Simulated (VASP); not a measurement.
# Mg2CdTe3 in VASP: further runs

Mg2CdTe3 is run at these levels: PBE; tasks: single point, relaxation of cell and atoms.

All numbers are computed with VASP 6.6.1; they aren't measurements. Logs are shortened: lines on timing, memory, paths and dates and some standing lists are left out, and cuts for length are marked.

### 1 The cell of the first run

It takes space group P3m1 (No. 156, trigonal). Conventional cell: a = 4.633 Å, b = 4.633 Å, c = 11.316 Å, α = 90.00°, β = 90.00°, γ = 120.00°. Mg (site symmetry 3m) has 4 Te at 2.82 Å within 3.7 Å. Within 3.7 Å of Mg (site symmetry 3m) lie 4 Te at 2.82 to 2.83 Å. Within 3.8 Å of Cd (site symmetry 3m) lie 4 Te at 2.85 to 2.86 Å. Te (site symmetry 3m) has 3 Mg at 2.82 Å and 1 Cd at 2.86 Å within 3.7 Å. Within 3.7 Å of Te (site symmetry 3m) lie 1 Mg at 2.82 Å and 3 Cd at 2.85 Å. Within 3.7 Å of Te (site symmetry 3m) lie 4 Mg at 2.82 to 2.83 Å.

### 2 Single point, PBE

File INCAR:

```
ALGO = Normal
EDIFF = 1E-6
ENCUT = 520
GGA = PE
ISIF = 2
ISMEAR = 0
LASPH = True
LCHARG = False
LREAL = False
LWAVE = False
NBANDS = 26
NELM = 80
PREC = Accurate
SIGMA = 0.02
```

File KPOINTS:

```
k-points
0
Gamma
  6 6 4
```

File POSCAR:

```
Mg2CdTe3
1.0
    4.6332197149      0.0000000000      0.0000000000
   -2.3166098574      4.0124859744      0.0000000000
    0.0000000000      0.0000000000     11.3162892185
Mg Cd Te
2 1 3
Direct
    0.0000000000      0.0000000000      0.9993957143
    0.3333333333      0.6666666667      0.6692521004
    0.6666666667      0.3333333333      0.3320895147
    0.6666666667      0.3333333333      0.0791733474
    0.3333333333      0.6666666667      0.4201981865
    0.0000000000      0.0000000000      0.7498911367
```

Potentials or basis: VASP PAW PBE potentials, release 64 (Mg, Cd, Te).

The run is started by

```
$ cat potpaw_PBE.64/Mg/POTCAR potpaw_PBE.64/Cd/POTCAR potpaw_PBE.64/Te/POTCAR > POTCAR
$ mpirun -np 1 vasp_std > vasp.out
```

OUTCAR:

```text
EDIFF = 1E-6
   ENCUT = 520
   GGA = PE
   ISIF = 2
   ISMEAR = 0
   LASPH = True
   LREAL = False
   NELM = 80
   PREC = Accurate

 ion  position               nearest neighbor table
   1  0.000  0.000  0.999-   4 2.82   4 2.82   4 2.82   6 2.82
   2  0.333  0.667  0.669-   5 2.82   6 2.83   6 2.83   6 2.83
   3  0.667  0.333  0.332-   5 2.85   5 2.85   5 2.85   4 2.86
   4  0.667  0.333  0.079-   1 2.82   1 2.82   1 2.82   3 2.86
   5  0.333  0.667  0.420-   2 2.82   3 2.85   3 2.85   3 2.85
   6  0.000  0.000  0.750-   1 2.82   2 2.83   2 2.83   2 2.83

  LATTYP: Found a hexagonal cell.
 ALAT       =     4.6332197149
 C/A-ratio  =     2.4424244726

  Lattice vectors:

 A1 = (   4.6332197149,   0.0000000000,   0.0000000000)
 A2 = (  -2.3166098574,   4.0124859744,   0.0000000000)
 A3 = (   0.0000000000,   0.0000000000,  11.3162892185)

Analysis of symmetry for initial positions (statically):
=====================================================================
 Subroutine PRICEL returns:
 Original cell was already a primitive cell.

 Routine SETGRP: Setting up the symmetry group for a
 hexagonal supercell.

 Subroutine GETGRP returns: Found  6 space group operations
 (whereof  6 operations were pure point group operations)
 out of a pool of 24 trial point group operations.

The static configuration has the point symmetry C_3v.

Analysis of symmetry for dynamics (positions and initial velocities):
=====================================================================
 Subroutine PRICEL returns:
 Original cell was already a primitive cell.

 Routine SETGRP: Setting up the symmetry group for a
 hexagonal supercell.

 Subroutine GETGRP returns: Found  6 space group operations
 (whereof  6 operations were pure point group operations)
 out of a pool of 24 trial point group operations.

The dynamic configuration has the point symmetry C_3v.

 Subroutine INISYM returns: Found  6 space group operations
 (whereof  6 operations are pure point group operations),
 and found     1 'primitive' translations

----------------------------------------------------------------------------------------

                                     Primitive cell

  volume of cell :     210.3781

  direct lattice vectors                    reciprocal lattice vectors
     4.633219715  0.000000000  0.000000000     0.215832631  0.124611027  0.000000000
    -2.316609857  4.012485974  0.000000000     0.000000000  0.249222055  0.000000000
     0.000000000  0.000000000 11.316289218     0.000000000  0.000000000  0.088368190

  length of vectors
     4.633219715  4.633219715 11.316289218     0.249222055  0.249222055  0.088368190

  position of ions in fractional coordinates (direct lattice)
     0.000000000  0.000000000  0.999395714
     0.333333333  0.666666667  0.669252100
     0.666666667  0.333333333  0.332089515
     0.666666667  0.333333333  0.079173347
     0.333333333  0.666666667  0.420198187
     0.000000000  0.000000000  0.749891137

  ion indices of the primitive-cell ions
   primitive index   ion index
                 1           1
                 2           2
                 3           3
                 4           4
                 5           5
                 6           6

----------------------------------------------------------------------------------------

 KPOINTS: k-points

Automatic generation of k-mesh.
 Grid dimensions read from file:
 generate k-points for:    6    6    4

 Generating k-lattice:

  Cartesian coordinates                     Fractional coordinates (reciprocal lattice)
     0.035972105  0.020768505  0.000000000     0.166666667  0.000000000  0.000000000
     0.000000000  0.041537009  0.000000000     0.000000000  0.166666667  0.000000000
     0.000000000  0.000000000  0.022092048     0.000000000  0.000000000  0.250000000

  Length of vectors
     0.041537009  0.041537009  0.022092048

  Shift w.r.t. Gamma in fractional coordinates (k-lattice)
     0.000000000  0.000000000  0.000000000

 Subroutine IBZKPT returns following result:
 ===========================================

 Found     24 irreducible k-points:

 Following reciprocal coordinates:
            Coordinates               Weight
  0.000000  0.000000  0.000000      1.000000
  0.166667  0.000000  0.000000      6.000000
  0.333333 -0.000000  0.000000      6.000000
  0.500000 -0.000000  0.000000      3.000000
  0.166667  0.166667  0.000000      6.000000
  0.333333  0.166667  0.000000     12.000000
[... 16 lines left out ...]
  0.333333  0.166667  0.500000     12.000000
  0.333333  0.333333  0.500000      2.000000
   k-points           NKPTS =     24   k-points in BZ     NKDIM =     24   number of bands    NBANDS=     26
   number of dos      NEDOS =    301   number of ions     NIONS =      6
   total plane-waves  NPLWV = 108864
   dimension x,y,z NGX =    36 NGY =   36 NGZ =   84
   dimension x,y,z NGXF=    72 NGYF=   72 NGZF=  168
   ions per type =               2   1   3
   NGX,Y,Z   is equivalent  to a cutoff of  12.92, 12.92, 12.34 a.u.
   NGXF,Y,Z  is equivalent  to a cutoff of  25.83, 25.83, 24.68 a.u.
 SYSTEM =  unknown system
   PREC   = accura    normal or accurate (medium, high low for compatibility)
   ISTART =      0    job   : 0-new  1-cont  2-samecut
   ICHARG =      2    charge: 1-file 2-atom 10-const
   ISPIN  =      1    spin polarized calculation?
   LNONCOLLINEAR =      F non collinear calculations
   LSORBIT =      F    spin-orbit coupling
   LASPH  =      T    aspherical Exc in radial PAW
   ENCUT  =  520.0 eV  38.22 Ry    6.18 a.u.   8.61  8.61 21.04*2*pi/ulx,y,z
   NELM   =     80;   NELMIN=  2; NELMDL= -5     # of ELM steps
   EDIFF  = 0.1E-05   stopping-criterion for ELM
   LREAL  =      F    real-space projection
   EDIFFG = 0.1E-04   stopping-criterion for IOM
   NSW    =      0    number of steps for IOM
   IBRION =     -1    ionic relax: 0-MD 1-quasi-New 2-CG
   NFREE  =      0    steps in history (QN), initial steepest desc. (CG)
   ISIF   =      2    stress and relaxation
   ISYM   =      2    0-nonsym 1-usesym 2-fastsym
   POTIM  = 0.5000    time-step for ionic-motion
   TEBEG  =    0.0;   TEEND  =   0.0 temperature during run
   PSTRESS=    0.0 pullay stress
   NELECT =      34.0000    total number of electrons
   NUPDOWN=      -1.0000    fix difference up-down
   EMIN   =  10.00;   EMAX   =-10.00  energy-range for DOS
   EFERMI =   0.00;   METHOD = LEGACY
   ISMEAR =     0;   SIGMA  =   0.02  broadening in eV -4-tet -1-fermi 0-gaus
   EFERMI_NEDOS =   21; number of points for ismear=-14 and -15
   IALGO  =     38    algorithm
   IMIX   =      4    mixing-type and parameters
     AMIX     =   0.40;   BMIX     =  1.00
     AMIX_MAG =   1.60;   BMIX_MAG =  1.00
  volume/ion in A,a.u.               =      35.06       236.62
  Fermi-wavevector in a.u.,A,eV,Ry     =   0.891732  1.685129 10.819160  0.795186
  Thomas-Fermi vector in A             =   2.013590
   LORBIT       =      0    0 simple, 1 ext, 2 COOP (PROOUT), +10 PAW based schemes
   GGA     = PE    functional components
   LHFCALC =     F    Hartree Fock is set to
   AEXX    =    0.0000 exact exchange contribution
   IVDW    =     0    specifies the selected vdW correction
   LEPSILON=     F    determine dielectric tensor
   LRPA    =     F    only Hartree local field effects (RPA)
 non-spin polarized calculation
 Gauss-broadening in eV      SIGMA  =   0.02
  energy-cutoff  :      520.00
  volume of cell :      210.38
 maximum number of plane-waves:      5713
 NGX is ok and might be reduce to    36
   NGX = 17   NGY = 17   NGZ = 43

 number of electron      34.0000003 magnetization

 Free energy of the ion-electron system (eV)
  ---------------------------------------------------
  ext. energy  EPLUGINS =         0.00000000
  ---------------------------------------------------
  free energy    TOTEN  =       -17.60483484 eV

  energy without entropy =      -17.60483484  energy(sigma->0) =      -17.60483484

 E-fermi :   2.0056     XC(G=0):  -7.9520

 val. band max:        1.8878156483   @ k =   0.0000   0.0000   0.0000
 cond. band min:       3.3447397871   @ k =   0.0000   0.0000   0.0000
 fundamental gap:      1.4569241387
 Fermi energy:         2.0056238320

 k-point     1 :       0.0000    0.0000    0.0000
  band No.  band energies     occupation
      1      -8.6197      2.00000
      2      -8.3341      2.00000
      3      -8.1537      2.00000
      4      -5.9609      2.00000
      5      -5.9609      2.00000
      6      -5.7739      2.00000
[... 18 lines left out ...]
     25       7.1642      0.00000
     26       7.3388      0.00000

 k-point     2 :       0.1667    0.0000    0.0000
  band No.  band energies     occupation
      1      -8.5290      2.00000
      2      -8.2705      2.00000
      3      -8.0837      2.00000
      4      -5.9426      2.00000
      5      -5.9174      2.00000
      6      -5.7914      2.00000
[... 18 lines left out ...]
     25       7.2598      0.00000
     26       7.5955      0.00000

 k-point     3 :       0.3333   -0.0000    0.0000
  band No.  band energies     occupation
      1      -8.3418      2.00000
      2      -8.1268      2.00000
      3      -7.9411      2.00000
      4      -5.9100      2.00000
      5      -5.8411      2.00000
      6      -5.7864      2.00000
[... 18 lines left out ...]
     25       7.7150      0.00000
     26       8.0268      0.00000

 k-point     4 :       0.5000   -0.0000    0.0000
  band No.  band energies     occupation
      1      -8.2516      2.00000
      2      -8.0354      2.00000
      3      -7.8716      2.00000
      4      -5.8967      2.00000
      5      -5.8345      2.00000
      6      -5.7565      2.00000
[... 18 lines left out ...]
     25       7.9555      0.00000
     26       8.4538      0.00000
[... 496 lines left out ...]
      1      -8.3648      2.00000
      2      -8.2134      2.00000
      3      -7.9547      2.00000
      4      -5.9211      2.00000
      5      -5.8476      2.00000
      6      -5.7997      2.00000
[... 18 lines left out ...]
     25       7.7082      0.00000
     26       7.9312      0.00000

 k-point    23 :       0.3333    0.1667    0.5000
  band No.  band energies     occupation
      1      -8.2532      2.00000
      2      -8.0362      2.00000
      3      -7.8725      2.00000
      4      -5.9023      2.00000
      5      -5.8174      2.00000
      6      -5.7777      2.00000
[... 18 lines left out ...]
     25       7.7975      0.00000
     26       8.0795      0.00000

 k-point    24 :       0.3333    0.3333    0.5000
  band No.  band energies     occupation
      1      -8.2167      2.00000
      2      -7.9747      2.00000
      3      -7.8447      2.00000
      4      -5.9012      2.00000
      5      -5.7925      2.00000
      6      -5.7806      2.00000
[... 18 lines left out ...]
     25       7.8851      0.00000
     26       8.0159      0.00000

------------------------ aborting loop because EDIFF is reached ----------------------------------------

  FORCE on cell =-STRESS in cart. coord.  units (eV):
  Direction    XX          YY          ZZ          XY          YZ          ZX
  --------------------------------------------------------------------------------------
  -------------------------------------------------------------------------------------
  Total        0.0266917      0.0266917      0.0307021      0.0000000     -0.0000000      0.0000000
  in kB        0.2032764      0.2032764      0.2338180      0.0000000     -0.0000000      0.0000000
  external PRESSURE =       0.2134570 kB  Pullay stress =       0.0000000 kB

 VOLUME and BASIS-vectors are now :
 -----------------------------------------------------------------------------
  energy-cutoff  :      520.00
  volume of cell :      210.38
      direct lattice vectors                 reciprocal lattice vectors
     4.633219715  0.000000000  0.000000000     0.215832631  0.124611027  0.000000000
    -2.316609857  4.012485974  0.000000000     0.000000000  0.249222055  0.000000000
     0.000000000  0.000000000 11.316289218     0.000000000  0.000000000  0.088368190

 POSITION                                       TOTAL-FORCE (eV/Angst)
 -----------------------------------------------------------------------------------
      0.00000      0.00000     11.30945         0.000000     -0.000000     -0.000173
     -0.00000      2.67499      7.57345         0.000000     -0.000000     -0.001508
      2.31661      1.33750      3.75802        -0.000000     -0.000000      0.000270
      2.31661      1.33750      0.89595        -0.000000      0.000000     -0.017921
     -0.00000      2.67499      4.75508        -0.000000      0.000000      0.017443
      0.00000      0.00000      8.48598         0.000000     -0.000000      0.001889
 -----------------------------------------------------------------------------------
    total drift:                                0.000000      0.000000     -0.000751

  FREE ENERGIE OF THE ION-ELECTRON SYSTEM (eV)
  ---------------------------------------------------
  free  energy   TOTEN  =       -17.6048348411 eV

  energy  without entropy=      -17.6048348411  energy(sigma->0) =      -17.60483484
```

Wall time 2.9 min (1 thread of Intel Xeon 8259CL, shared host); peak memory 0.4 GiB.

Results:

| Property | Result |
| --- | --- |
| Free energy | -17.6048 eV |
| Pressure | 0.0 GPa |
| Largest force | 0.018 eV/Å |
| Band gap on the k mesh | 1.46 eV |

Forces in eV/Å, atoms in the order of the input:
```
Mg   0.000  0.000  0.000
Mg   0.000  0.000 -0.002
Cd   0.000  0.000  0.000
Te   0.000  0.000 -0.018
Te   0.000  0.000  0.017
Te   0.000  0.000  0.002
```

Levels at points of the mesh, in eV from the valence-band top:
| k point | band 14 | band 15 | band 16 | band 17 | band 18 | band 19 | band 20 | band 21 |
| --- | --- | --- | --- | --- | --- | --- | --- | --- |
| (0.00, 0.00, 0.00) | -0.54 | -0.13 | 0.00 | 0.00 | 1.46 | 2.61 | 2.88 | 5.00 |
| (0.50, 0.00, 0.00) | -1.42 | -1.25 | -0.96 | -0.79 | 2.66 | 2.85 | 3.37 | 3.49 |
| (0.00, 0.00, 0.50) | -0.47 | -0.47 | -0.03 | -0.03 | 2.04 | 2.78 | 2.82 | 4.89 |
| (0.50, 0.00, 0.50) | -1.34 | -1.25 | -0.63 | -0.62 | 2.42 | 3.01 | 3.20 | 3.98 |

Caveat: spin-orbit coupling is left out, which moves the levels of the heavy elements. A k mesh can miss the band edges.

### 3 Relaxation of cell and atoms, PBE

This run uses another cell than the first one, of 26.95 Å³/atom.

File INCAR:

```
ALGO     = Normal         # electronic algorithm
EDIFF    = 1E-7           # SCF threshold, eV
EDIFFG   = -0.04          # ionic threshold
ENCUT    = 600            # plane-wave cutoff, eV
GGA      = PE             # functional
IBRION   = 2              # ionic algorithm
ISIF     = 3              # what is computed and relaxed
ISMEAR   = 0              # smearing method
LASPH    = T              # aspherical terms in the spheres
LCHARG   = F              # write CHGCAR
LREAL    = F              # projectors in reciprocal space
LWAVE    = F              # write WAVECAR
NELM     = 100            # most SCF steps
NSW      = 90             # ionic steps
PREC     = Accurate       # precision mode
SIGMA    = 0.1            # smearing width, eV
```

File KPOINTS:

```
k-points
0
Gamma
  6 6 2
```

File POSCAR:

```
Mg2CdTe3
1.0
    4.2399877000      0.0000000000      0.0000000000
   -2.1199938500      3.6719370600      0.0000000000
    0.0000000000      0.0000000000     10.3858063900
Mg Cd Te
2 1 3
Direct
    0.0000000000      0.0000000000      0.0000000000
    0.3333333300      0.6666666700      0.6666666700
    0.6666666700      0.3333333300      0.3333333300
    0.6666666700      0.3333333300      0.0833333300
    0.3333333300      0.6666666700      0.4166666700
    0.0000000000      0.0000000000      0.7500000000
```

Potentials or basis: VASP PAW PBE potentials, release 64 (Mg, Cd, Te).

The run is started by

```
$ cat potpaw_PBE.64/Mg/POTCAR potpaw_PBE.64/Cd/POTCAR potpaw_PBE.64/Te/POTCAR > POTCAR
$ mpirun -np 1 vasp_std > vasp.out
```

Wall time 11 min (1 thread of Intel Xeon 8259CL, shared host); peak memory 0.38 GiB.

Results (log left out):

| Quantity | Value |
| --- | --- |
| Free energy | -17.6009 eV |
| Relaxed volume | 35.06 Å³/atom |
| Relaxed cell | a = 4.632 Å, b = 4.632 Å, c = 11.322 Å, α = 90.00°, β = 90.00°, γ = 120.00° |
| Space group after relaxing (to 0.1 Å) | P3m1 (No. 156) |
| Energy gained by relaxing | 333.0 meV/atom |
| Ionic steps | 9 |
| Pressure after relaxing | 0.0 GPa |
| Largest force after relaxing | 0.016 eV/Å |
| Band gap on the k mesh | 1.45 eV |

Forces in eV/Å, atoms in the order of the input:
```
Mg   0.000  0.000 -0.007
Mg   0.000  0.000 -0.011
Cd   0.000  0.000  0.002
Te   0.000  0.000 -0.009
Te   0.000  0.000  0.009
Te   0.000  0.000  0.016
```

The path:
```csv
step,energy change (eV),largest force (eV/Å),pressure (GPa),volume (Å³)
1,0.0000,0.7471,16.44,161.70
2,-1.7350,0.1081,-3.03,235.45
3,-1.9943,0.1064,0.15,209.69
4,-1.9948,0.1069,-0.03,210.82
5,-1.9957,0.0883,-0.03,210.79
6,-1.9974,0.0553,-0.03,210.70
7,-1.9962,0.1080,-0.01,210.52
8,-1.9977,0.0590,-0.02,210.64
9,-1.9979,0.0156,0.02,210.36
```

Final structure:
```
Mg Cd Te
1.0
     4.63180    0.00000    0.00000
    -2.31590    4.01126    0.00000
     0.00000    0.00000   11.32213
Mg Cd Te
2 1 3
Cartesian
  0.0000 0.0000 11.3144
  0.0000 2.6742 7.5793
  2.3159 1.3371 3.7588
  2.3159 1.3371 0.8950
  0.0000 2.6742 4.7603
  0.0000 0.0000 8.4891
```

Levels at points of the mesh, in eV from the valence-band top:
```
           k point  band 13  band 14  band 15  band 16  band 17  band 18  band 19  band 20  band 21
(0.00, 0.00, 0.00)    -0.55    -0.55    -0.13     0.00     0.00     1.45     2.61     2.88     5.00
(0.50, 0.00, 0.00)    -1.47    -1.43    -1.26    -0.97    -0.79     2.66     2.85     3.36     3.49
(0.00, 0.00, 0.50)    -0.73    -0.48    -0.48    -0.03    -0.03     2.04     2.78     2.81     4.88
(0.50, 0.00, 0.50)    -1.73    -1.35    -1.26    -0.64    -0.62     2.41     3.00     3.20     3.97
```

Caveat: the volume moved by over 15 % at a fixed basis, so the end points are rough; spin-orbit coupling is left out, which moves the levels of the heavy elements.

[end of part 1 of 2]
